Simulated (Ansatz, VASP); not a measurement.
## ZnS in VASP and in Ansatz

```
Zn S
1.0
     3.80680    0.00000    0.00000
    -1.90340    3.29679    0.00000
     0.00000    0.00000    6.24658
Zn S
2 2
Direct
  0.33333 0.66667 0.98150
  0.66667 0.33333 0.48150
  0.33333 0.66667 0.39350
  0.66667 0.33333 0.89350
```

Change from the starting cell: polar distortion scaled by 0.70.

Alike in both runs: task single point; functional r2SCAN; k mesh 9 × 9 × 6; no spin polarisation.

```csv
,VASP,Ansatz
version,VASP 6.6.1,Ansatz 0.2.0
potentials or method,"VASP PAW PBE potentials, release 64 (Zn, S), cutoff 520 eV","scalar-relativistic, plane waves, PAW"
occupations,"gaussian, width 0.01 eV",fixed
valence electrons in the cell,36,36
```

```csv
,VASP,Ansatz,Ansatz less VASP
gap on the k mesh at the Fermi level (eV),2.87,2.86,-0.010
least direct gap on the mesh (eV),2.87,2.86,-0.010
pressure (GPa),1.6,1.6,-0.06
"traceless stress, the component that is largest in VASP (GPa)",-3.91,-3.84,+0.074
rms of the force components (eV/Å),0.438,0.435,-0.0026
```

VASP's potentials were made for PBE, not for r2SCAN. Atom by atom the forces differ by 0.003 eV/Å (rms over components).
